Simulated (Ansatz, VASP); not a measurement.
# One calculation of CdSe, two programs

```
Cd Se
1.0
     0.00000    3.00760    3.00760
     3.00760    0.00000    3.00760
     3.00760    3.00760    0.00000
Cd Se
1 1
Direct
  0.00000 0.00000 0.00000
  0.25000 0.25000 0.25000
```

Alike in both runs: task single point; functional revPBE; dispersion D3(BJ); k mesh 8 × 8 × 8; occupations fermi-dirac, width 0.05 eV; no spin polarisation.

|  | VASP | Ansatz |
| --- | --- | --- |
| version | VASP 6.6.1 | Ansatz 0.2.0 |
| potentials or method | VASP PAW PBE potentials, release 64 (Cd, Se) | Ansatz PAW |
| plane-wave cutoff (eV) | 520 | 420 |
| valence electrons in the cell | 18 | 36 |

Ansatz gave:

```
gap on the k mesh at the Fermi level (eV) : 0.81
least direct gap on the mesh (eV)         : 0.81
pressure (GPa)                            : 2.0
```

Which values does VASP return?

gap on the k mesh at the Fermi level (eV): 0.81; least direct gap on the mesh (eV): 0.81; pressure (GPa): 2.4.

VASP's potentials were made for PBE, not for revPBE. VASP's potentials hold 18 valence electrons a cell and Ansatz's 36, so a difference there can come from the potentials and not from the codes.
